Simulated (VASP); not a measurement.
Here is a VASP 6.6.1 calculation.

INCAR

```
SYSTEM = Al8N
ALGO = Normal
DIPOL = 0.5 0.5 0.397
EDIFF = 1E-6
ENCUT = 520
GGA = PE
IDIPOL = 3
ISIF = 2
ISMEAR = 0
LASPH = .TRUE.
LCHARG = .TRUE.
LDIPOL = .TRUE.
LELF = .TRUE.
LREAL = .FALSE.
LVACPOTAV = .TRUE.
LVHAR = .TRUE.
LWAVE = .FALSE.
NBANDS = 24
NELM = 100
PREC = Accurate
SIGMA = 0.1
```

KPOINTS

```
k-points
0
G
  9 9 1
  0 0 0
```

Contents of POSCAR:

```
Al8N
1.0
    2.8543223330      0.0000000000      0.0000000000
   -1.4271611665      2.4719156510      0.0000000000
    0.0000000000      0.0000000000     33.4760593533
Al N
8 1
Direct
    0.3333333333      0.6666666667      0.1194883770
    0.0000000000      0.0000000000      0.1895622803
    0.6666666667      0.3333333333      0.2596361837
    0.0000000000      0.0000000000      0.3297100869
    0.3333333333      0.6666666667      0.3992195594
    0.0000000000      0.0000000000      0.4696536480
    0.6666666667      0.3333333333      0.5400996810
    0.0000000000      0.0000000000      0.6116627748
    0.6666666667     -0.6666666667      0.6507952183
```

Potentials or basis: VASP PAW PBE potentials, release 64 (Al, N).

Launch:

```sh
$ cat potpaw_PBE.64/Al/POTCAR potpaw_PBE.64/N/POTCAR > POTCAR
$ mpirun -np 1 vasp_std > vasp.out
```

Task: What does it give for the largest force?

Result: 3.859 eV/Å.

Forces in eV/Å, atoms in the order of the input:
```
Al   0.000  0.000 -0.059
Al   0.000  0.000  0.048
Al   0.000  0.000 -0.011
Al   0.000  0.000 -0.052
Al   0.000  0.000  0.160
Al   0.000  0.000 -0.086
Al   0.000  0.000  0.044
Al   0.000  0.000  3.814
N    0.000  0.000 -3.859
```
